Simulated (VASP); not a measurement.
A run of VASP 6.6.1 is set up as follows.

INCAR

```
SYSTEM = NaH
ALGO = Normal ; EDIFF = 1E-6
ENCUT = 500 ; GGA = PE
GGA_COMPAT = .FALSE. ; ISIF = 2
ISMEAR = 0 ; LASPH = .TRUE.
LCHARG = .FALSE. ; LREAL = .FALSE.
LWAVE = .FALSE. ; NBANDS = 11
NELM = 120 ; PREC = Accurate
SIGMA = 0.01
```

Contents of KPOINTS:

```
k-points
0
G
  4 4 4
  0 0 0
```

File POSCAR:

```
NaH
1.0
    0.0000000000      2.3975122917      2.3975122917
    2.3975122917      0.0000000000      2.3975122917
    2.3975122917      2.3975122917      0.0000000000
Na H
1 1
Direct
    0.0000000000      0.0000000000      0.0000000000
    0.5000000000      0.5000000000      0.5000000000
```

Potentials or basis: VASP PAW PBE potentials, release 64 (Na_pv, H).

The run is started by

```console
$ cat potpaw_PBE.64/Na_pv/POTCAR potpaw_PBE.64/H/POTCAR > POTCAR
$ mpirun -np 1 vasp_std > vasp.out
```

(1) What does it give for the band gap on the k mesh?

(2) Estimate the pressure.

Results:

(1) 3.80 eV (least direct gap 4.67 eV).

(2) 0.5 GPa.

Caveat: the k points lie up to 0.57 Å⁻¹ apart; the structure was generated, so it needn't be the stable form of NaH.
